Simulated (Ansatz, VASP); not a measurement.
## TaN in VASP and in Ansatz

Contents of INCAR:

```
PREC = Accurate
ENCUT = 600
EDIFF = 1E-6
ISMEAR = 0
SIGMA = 0.1
LREAL = F
LASPH = T
NELM = 120
ALGO = Normal
ISIF = 2
LWAVE = F
LCHARG = F
GGA = PE
NBANDS = 15
GGA_COMPAT = F
```

Contents of KPOINTS:

```
regular mesh
0
Gamma
  8 8 8
```

POSCAR

```
TaN
1.0
    0.0000000000      2.1951566050      2.1951566050
    2.1951566050      0.0000000000      2.1951566050
    2.1951566050      2.1951566050      0.0000000000
Ta N
1 1
Direct
    0.5000000000      0.5000000000      0.5000000000
    0.0000000000      0.0000000000      0.0000000000
```

Input for Ansatz:

```yaml
crystal:
  lattice:
    - [0.0, 2.195156605, 2.195156605]
    - [2.195156605, 0.0, 2.195156605]
    - [2.195156605, 2.195156605, 0.0]
  atoms:
    - { symbol: Ta, position: [0.5, 0.5, 0.5] }
    - { symbol: "N", position: [0.0, 0.0, 0.0] }
basis:
  ecutwfc: 420
kpoints:
  mp_grid: { grid: [8, 8, 8] }
hamiltonian:
  xc: pbe
scf:
  occupations: { method: gaussian, width: 0.1 }
output:
  forces: true
  stress: true
  eigenvalues: true
```

Alike in both runs: task single point; functional PBE; k mesh 8 × 8 × 8; occupations gaussian, width 0.1 eV; no spin polarisation.

|  | VASP | Ansatz |
| --- | --- | --- |
| version | VASP 6.6.1 | Ansatz 0.2.0 |
| potentials or method | VASP PAW PBE potentials, release 64 (Ta_pv, N), cutoff 600 eV | scalar-relativistic, plane waves, PAW |
| valence electrons in the cell | 16 | 18 |

Ansatz gave:

| Quantity | Value |
| --- | --- |
| gap on the k mesh at the Fermi level (eV) | none |
| pressure (GPa) | 6.4 |

Question: Which values does VASP return?

Answer: gap on the k mesh at the Fermi level (eV): none; pressure (GPa): 7.2.

A gap of «none» marks a metal or a gap that the smearing closes. VASP's potentials hold 16 valence electrons a cell and Ansatz's 18, so a difference there can come from the potentials and not from the codes.

Neither program's run includes spin-orbit coupling.
